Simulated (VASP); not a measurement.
Set up this calculation in VASP 6.6.1, as the native input.

```
Task                   : single point
Functional             : PBEsol
Potentials or basis    : VASP PAW PBE potentials, release 64 (Mg, O)
Cutoff                 : 520 eV
k mesh                 : 8 × 8 × 8
Occupations            : gaussian, width 0.05 eV
Spin                   : no spin polarisation
Dipole correction      : no
Further INCAR settings : ALGO = Normal; EDIFF = 1e-06; NBANDS = 26
```

The structure of MgO lies in POSCAR:

```
MgO
1.0
    3.4947663887      0.0000000000      0.0000000000
    1.7473831944     -3.0265564729     -4.1947132255
    1.7473831943      3.0265564729     -4.1947132255
Mg O
4 4
Direct
    0.8767497250      0.4631487920      0.7833517579
    0.3767497250      0.9631487920      0.2833517579
    0.1267497250      0.5333517579      0.2131487920
    0.6267497250      0.0333517579      0.7131487920
    0.6223418922      0.7245381898      0.0307780258
    0.1223418922      0.2245381898      0.5307780258
    0.3723418922      0.2807780258      0.9745381898
    0.8723418922      0.7807780258      0.4745381898
```

This cell differs from its parent crystal: atoms displaced along a vibrational mode.

One way to write it, as run:

INCAR

```
PREC = Accurate
ENCUT = 520
EDIFF = 1E-6
ISMEAR = 0
SIGMA = 0.05
LREAL = F
LASPH = T
NELM = 100
ALGO = Normal
ISIF = 2
LWAVE = F
LCHARG = T
GGA = PS
LELF = T
LVHAR = T
NBANDS = 26
```

KPOINTS

```
regular mesh
0
Gamma
  8 8 8
```

Potentials or basis: VASP PAW PBE potentials, release 64 (Mg, O).

Command:

```sh
$ cat potpaw_PBE.64/Mg/POTCAR potpaw_PBE.64/O/POTCAR > POTCAR
$ mpirun -np 1 vasp_std > vasp.out
```

It gave:

The pressure is 1.3 GPa, the largest force is 1.532 eV/Å and the band gap on the k mesh is 3.23 eV.

Caveat: the cell differs from its parent crystal (atoms displaced along a vibrational mode); the PAW data sets were made with another functional, which shifts forces and pressure a little.

Wall time 5.9 min on 1 thread of AMD EPYC 7R13, on a shared host, peak memory 0.3 GiB.
